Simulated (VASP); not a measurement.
# Ru in VASP: relaxation of the atoms with PBE

Aim: the relaxation of the atoms of Ru with PBE.

Everything below comes from runs of VASP 6.6.1. Logs are shortened: lines on timing, memory, paths and dates and some standing lists are left out, and cuts for length are marked.

### Step 1. The cell of the first run

The cell holds a slab with vacuum, 11 atoms: a = 2.706 Å, b = 2.706 Å, c = 38.810 Å, α = 90.00°, β = 90.00°, γ = 60.00°.

### Step 2. Relaxation of the atoms, PBE

INCAR reads:

```
PREC = Accurate
ENCUT = 520
EDIFF = 1E-7
ISMEAR = 0
SIGMA = 0.1
LREAL = F
LASPH = T
NELM = 100
ALGO = Normal
ISIF = 2
LWAVE = F
LCHARG = F
GGA = PE
IBRION = 2
NSW = 80
EDIFFG = -0.003
KPAR = 4
```

KPOINTS reads:

```
regular mesh
0
Gamma
  6 6 1
```

POSCAR reads:

```
Ru
1.0
    2.7060000000      0.0000000000      0.0000000000
    1.3530000000      2.3434647426      0.0000000000
    0.0000000000      0.0000000000     38.8100000000
Ru
11
Direct
    0.0000000000      0.0000000000      0.2241690286
    0.3333333333      0.3333333333      0.2793352229
    0.0000000000      0.0000000000      0.3345014172
    0.3333333333      0.3333333333      0.3896676114
    0.0000000000      0.0000000000      0.4448338057
    0.3333333333      0.3333333333      0.5000000000
    0.0000000000      0.0000000000      0.5551661943
    0.3333333333      0.3333333333      0.6103323886
    0.0000000000      0.0000000000      0.6654985828
    0.3333333333      0.3333333333      0.7206647771
    0.0000000000      0.0000000000      0.7758309714
```

Potentials or basis: VASP PAW PBE potentials, release 64 (Ru_pv).

The run is started by

```
> cat potpaw_PBE.64/Ru_pv/POTCAR > POTCAR
> mpirun -np 4 vasp_std > vasp.out
```

OUTCAR:

```text
PREC = Accurate
   ENCUT = 520
   EDIFF = 1E-7
   ISMEAR = 0
   LREAL = F
   LASPH = T
   NELM = 100
   ISIF = 2
   GGA = PE
   IBRION = 2
   NSW = 80
   EDIFFG = -0.003

 ion  position               nearest neighbor table
   1  0.000  0.000  0.224-   2 2.65   2 2.65   2 2.65
   2  0.333  0.333  0.279-   1 2.65   3 2.65   1 2.65   3 2.65   1 2.65   3 2.65
   3  0.000  0.000  0.335-   4 2.65   4 2.65   4 2.65   2 2.65   2 2.65   2 2.65
   4  0.333  0.333  0.390-   3 2.65   3 2.65   3 2.65   5 2.65   5 2.65   5 2.65
   5  0.000  0.000  0.445-   4 2.65   6 2.65   4 2.65   6 2.65   4 2.65   6 2.65
   6  0.333  0.333  0.500-   5 2.65   7 2.65   5 2.65   7 2.65   5 2.65   7 2.65
   7  0.000  0.000  0.555-   6 2.65   8 2.65   6 2.65   8 2.65   6 2.65   8 2.65
   8  0.333  0.333  0.610-   9 2.65   9 2.65   9 2.65   7 2.65   7 2.65   7 2.65
   9  0.000  0.000  0.665-   8 2.65   8 2.65   8 2.65  10 2.65  10 2.65  10 2.65
  10  0.333  0.333  0.721-   9 2.65  11 2.65   9 2.65  11 2.65   9 2.65  11 2.65
  11  0.000  0.000  0.776-  10 2.65  10 2.65  10 2.65

  LATTYP: Found a hexagonal cell.
 ALAT       =     2.7060000000
 C/A-ratio  =    14.3422025131

  Lattice vectors:

 A1 = (  -1.3530000000,  -2.3434647426,   0.0000000000)
 A2 = (   2.7060000000,   0.0000000000,   0.0000000000)
 A3 = (   0.0000000000,   0.0000000000,  38.8100000000)

Analysis of symmetry for initial positions (statically):
=====================================================================
 Subroutine PRICEL returns:
 Original cell was already a primitive cell.

 Routine SETGRP: Setting up the symmetry group for a
 hexagonal supercell.

 Subroutine GETGRP returns: Found 12 space group operations
 (whereof 12 operations were pure point group operations)
 out of a pool of 24 trial point group operations.

The static configuration has the point symmetry D_3h.

Analysis of symmetry for dynamics (positions and initial velocities):
=====================================================================
 Subroutine PRICEL returns:
 Original cell was already a primitive cell.

 Routine SETGRP: Setting up the symmetry group for a
 hexagonal supercell.

 Subroutine GETGRP returns: Found 12 space group operations
 (whereof 12 operations were pure point group operations)
 out of a pool of 24 trial point group operations.

The dynamic configuration has the point symmetry D_3h.

 Subroutine INISYM returns: Found 12 space group operations
 (whereof 12 operations are pure point group operations),
 and found     1 'primitive' translations
[... 117 lines left out ...]
  Fermi-wavevector in a.u.,A,eV,Ry     =   1.400249  2.646086 26.676887  1.960696
  Thomas-Fermi vector in A             =   2.523228
   LORBIT       =      0    0 simple, 1 ext, 2 COOP (PROOUT), +10 PAW based schemes
   GGA     = PE    functional components
   LHFCALC =     F    Hartree Fock is set to
   AEXX    =    0.0000 exact exchange contribution
   IVDW    =     0    specifies the selected vdW correction
   LEPSILON=     F    determine dielectric tensor
   LRPA    =     F    only Hartree local field effects (RPA)
 conjugate gradient relaxation of ions
 non-spin polarized calculation
 Gauss-broadening in eV      SIGMA  =   0.10
  energy-cutoff  :      520.00
  volume of cell :      246.11
 maximum number of plane-waves:      6687
   NGX =  9   NGY =  9   NGZ =145

--------------------------------------- Ionic step        1  -------------------------------------------

 number of electron     153.9999977 magnetization

 Free energy of the ion-electron system (eV)
  ---------------------------------------------------
  ext. energy  EPLUGINS =         0.00000000
  ---------------------------------------------------
  free energy    TOTEN  =       -99.30442329 eV

  energy without entropy =      -99.25314565  energy(sigma->0) =      -99.27878447

------------------------ aborting loop because EDIFF is reached ----------------------------------------

  FORCE on cell =-STRESS in cart. coord.  units (eV):
  Direction    XX          YY          ZZ          XY          YZ          ZX
  --------------------------------------------------------------------------------------
  -------------------------------------------------------------------------------------
  Total        2.5464344      2.5464344     -3.3420815      0.0000000      0.0000000      0.0000000
  in kB       16.5772777     16.5772777    -21.7569375      0.0000000      0.0000000      0.0000000
  external PRESSURE =       3.7992060 kB  Pullay stress =       0.0000000 kB
[... 116 lines left out ...]
  FREE ENERGIE OF THE ION-ELECTRON SYSTEM (eV)
  ---------------------------------------------------
  free  energy   TOTEN  =       -99.3683716078 eV

  energy  without entropy=      -99.3241305299  energy(sigma->0) =      -99.34625107

[... ionic steps 4 to 16 ...]

--------------------------------------- Ionic step       17  -------------------------------------------

 number of electron     153.9999968 magnetization

------------------------ aborting loop because EDIFF is reached ----------------------------------------
[... 85 lines left out ...]
--------------------------------------- Ionic step       19  -------------------------------------------

 number of electron     153.9999968 magnetization

 Free energy of the ion-electron system (eV)
  ---------------------------------------------------
  ext. energy  EPLUGINS =         0.00000000
  ---------------------------------------------------
  free energy    TOTEN  =       -99.37388947 eV

  energy without entropy =      -99.32914679  energy(sigma->0) =      -99.35151813

 E-fermi :   5.9986     XC(G=0):  -9.0732

 val. band max:        5.9779645730   @ k =   0.3333   0.0000   0.0000
 cond. band min:       6.0198404030   @ k =   0.3333   0.0000   0.0000
 fundamental gap:      0.0418758300
 Fermi energy:         5.9985539624

 k-point     1 :       0.0000    0.0000    0.0000
  band No.  band energies     occupation
      1     -37.8246      2.00000
      2     -37.7939      2.00000
      3     -37.7248      2.00000
      4     -37.5540      2.00000
      5     -37.3862      2.00000
      6     -37.2268      2.00000
[... 633 lines left out ...]
     88       7.0948      0.00000
     89      12.9854      0.00000
 [bands above 89 left out]

------------------------ aborting loop because EDIFF is reached ----------------------------------------

  FORCE on cell =-STRESS in cart. coord.  units (eV):
  Direction    XX          YY          ZZ          XY          YZ          ZX
  --------------------------------------------------------------------------------------
  -------------------------------------------------------------------------------------
  Total        3.4412631      3.4412631     -0.1256591     -0.0000000      0.0000000      0.0000000
  in kB       22.4026092     22.4026092     -0.8180402     -0.0000000      0.0000000      0.0000000
  external PRESSURE =      14.6623927 kB  Pullay stress =       0.0000000 kB
[... 26 lines left out ...]
  FREE ENERGIE OF THE ION-ELECTRON SYSTEM (eV)
  ---------------------------------------------------
  free  energy   TOTEN  =       -99.3738894729 eV

  energy  without entropy=      -99.3291467903  energy(sigma->0) =      -99.35151813

 reached required accuracy - stopping structural energy minimisation
```

OSZICAR:

```text
N       E                     dE             d eps       ncg     rms          rms(c)
DAV:   1     0.194651387340E+04    0.19465E+04   -0.97069E+04  1416   0.173E+03
DAV:   2    -0.319082685354E+02   -0.19784E+04   -0.19229E+04  1372   0.545E+02
[... 298 lines left out ...]
DAV:   2    -0.993739055353E+02   -0.24461E-04   -0.14488E-04  1448   0.663E-02    0.313E-02
DAV:   3    -0.993738936264E+02    0.11909E-04   -0.12775E-04  1664   0.660E-02    0.158E-02
DAV:   4    -0.993738903669E+02    0.32595E-05   -0.11817E-05  1676   0.223E-02    0.763E-03
DAV:   5    -0.993738895666E+02    0.80037E-06   -0.28667E-06  1460   0.115E-02    0.321E-03
DAV:   6    -0.993738896853E+02   -0.11877E-06   -0.96950E-07  1308   0.773E-03    0.394E-03
DAV:   7    -0.993738895079E+02    0.17742E-06   -0.39896E-07  1140   0.523E-03    0.152E-03
DAV:   8    -0.993738894729E+02    0.34972E-07   -0.10253E-07   784   0.165E-03
  19 F= -.99373889E+02 E0= -.99351518E+02  d E =-.171384E-05
```

CONTCAR:

```text
Ru
   1.00000000000000
     2.7060000000000000    0.0000000000000000    0.0000000000000000
     1.3530000000000000    2.3434647426000002    0.0000000000000000
     0.0000000000000000    0.0000000000000000   38.8100000000000023
  Ru
    11
Direct
     0.0000000000000000    0.0000000000000000    0.2257673242446774
     0.3333333332999970    0.3333333332999970    0.2788830926151125
     0.0000000000000000    1.0000000000000000    0.3341099060160147
     0.3333333332999970    0.3333333332999970    0.3894979425490984
     0.0000000000000000    0.0000000000000000    0.4449599923325317
     0.3333333332999970    0.3333333332999970    0.5000000000000000
     0.0000000000000000    0.0000000000000000    0.5550400076674683
     0.3333333332999970    0.3333333332999970    0.6105020574509018
     0.0000000000000000    1.0000000000000000    0.6658900939839855
     0.3333333332999970    0.3333333332999970    0.7211169073848874
     0.0000000000000000    0.0000000000000000    0.7742326757553226

  0.00000000E+00  0.00000000E+00  0.00000000E+00
  0.00000000E+00  0.00000000E+00  0.00000000E+00
  0.00000000E+00  0.00000000E+00  0.00000000E+00
  0.00000000E+00  0.00000000E+00  0.00000000E+00
  0.00000000E+00  0.00000000E+00  0.00000000E+00
  0.00000000E+00  0.00000000E+00  0.00000000E+00
  0.00000000E+00  0.00000000E+00  0.00000000E+00
  0.00000000E+00  0.00000000E+00  0.00000000E+00
  0.00000000E+00  0.00000000E+00  0.00000000E+00
  0.00000000E+00  0.00000000E+00  0.00000000E+00
  0.00000000E+00  0.00000000E+00  0.00000000E+00
```

Run time: 39 min. Hardware: 4 MPI ranks of AMD EPYC, shared host; peak memory 0.4 GiB.

Results:

```yaml
Free_energy: -99.3739 eV
Energy_gained_by_relaxing: 6.3 meV/atom
Ionic_steps: 19
Band_gap_on_the_k_mesh: zero (bands 77 and 78 overlap by 2.67 eV)
```

Step by step:
```
step  energy change (eV)  largest force (eV/Å)  pressure (GPa)
   1              0.0000                0.8046            0.38
   2             -0.0637                0.1768            1.06
   3             -0.0639                0.1741            1.11
   4             -0.0680                0.0631            1.20
   5             -0.0685                0.0565            1.25
   6             -0.0691                0.0263            1.29
   7             -0.0693                0.0124            1.31
   8             -0.0693                0.0137            1.31
   9             -0.0693                0.0085            1.33
  10             -0.0693                0.0111            1.34
  11             -0.0693                0.0097            1.34
  12             -0.0694                0.0100            1.37
  13             -0.0694                0.0202            1.43
  14             -0.0694                0.0151            1.44
  15             -0.0695                0.0101            1.46
  16             -0.0695                0.0032            1.48
  17             -0.0695                0.0041            1.47
  18             -0.0695                0.0030            1.47
  19             -0.0695                0.0018            1.47
```

Final structure:
```cif
data_structure
_symmetry_space_group_name_H-M 'P 1'
_symmetry_Int_Tables_number 1
_cell_length_a 2.7060
_cell_length_b 2.7060
_cell_length_c 38.8100
_cell_angle_alpha 90.000
_cell_angle_beta 90.000
_cell_angle_gamma 60.000
_cell_volume 246.11
loop_
_atom_site_label
_atom_site_type_symbol
_atom_site_fract_x
_atom_site_fract_y
_atom_site_fract_z
_atom_site_occupancy
Ru1 Ru 0.00000 0.00000 0.22577 1
Ru2 Ru 0.33333 0.33333 0.27888 1
Ru3 Ru 0.00000 0.00000 0.33411 1
Ru4 Ru 0.33333 0.33333 0.38950 1
Ru5 Ru 0.00000 0.00000 0.44496 1
Ru6 Ru 0.33333 0.33333 0.50000 1
Ru7 Ru 0.00000 0.00000 0.55504 1
Ru8 Ru 0.33333 0.33333 0.61050 1
Ru9 Ru 0.00000 0.00000 0.66589 1
Ru10 Ru 0.33333 0.33333 0.72112 1
Ru11 Ru 0.00000 0.00000 0.77423 1
```

Caveat: the k points lie up to 0.45 Å⁻¹ apart, too coarse for converged energies and pressures of a metal; there is no dipole correction, which matters where the two faces differ.

The gap in the log of VASP goes by the Fermi energy; the results here count the filled bands.